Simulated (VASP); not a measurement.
A run of VASP 6.6.1 is set up as follows.

The input INCAR:

```
PREC = Accurate
ENCUT = 520
EDIFF = 1E-6
ISMEAR = 0
SIGMA = 0.15
LREAL = F
LASPH = T
NELM = 100
ALGO = Fast
ISIF = 2
LWAVE = F
LCHARG = F
GGA = PS
NBANDS = 14
```

The input KPOINTS:

```
Automatic mesh
0
Gamma
  22 22 22
```

POSCAR

```
Rh
1.0
    0.0000000000      1.9966275000      1.9490887500
    1.9966275000      0.0000000000      1.9490887500
    1.9966275000      1.9966275000      0.0000000000
Rh
1
Direct
    0.0000000000      0.0000000000      0.0000000000
```

Potentials or basis: VASP PAW PBE potentials, release 64 (Rh_pv).

Run with:

```sh
$ cat potpaw_PBE.64/Rh_pv/POTCAR > POTCAR
$ mpirun -np 1 vasp_std > vasp.out
```

Predict the pressure.

-28.8 GPa.

Stress tensor (GPa, compression positive):
```
-30.16   0.00   0.00
  0.00 -30.16   0.00
  0.00   0.00 -26.11
```

Caveat: the cell differs from its parent crystal (strain +0.050 along x and y, +0.025 along z); the PAW data sets were made with another functional, which shifts forces and pressure a little.
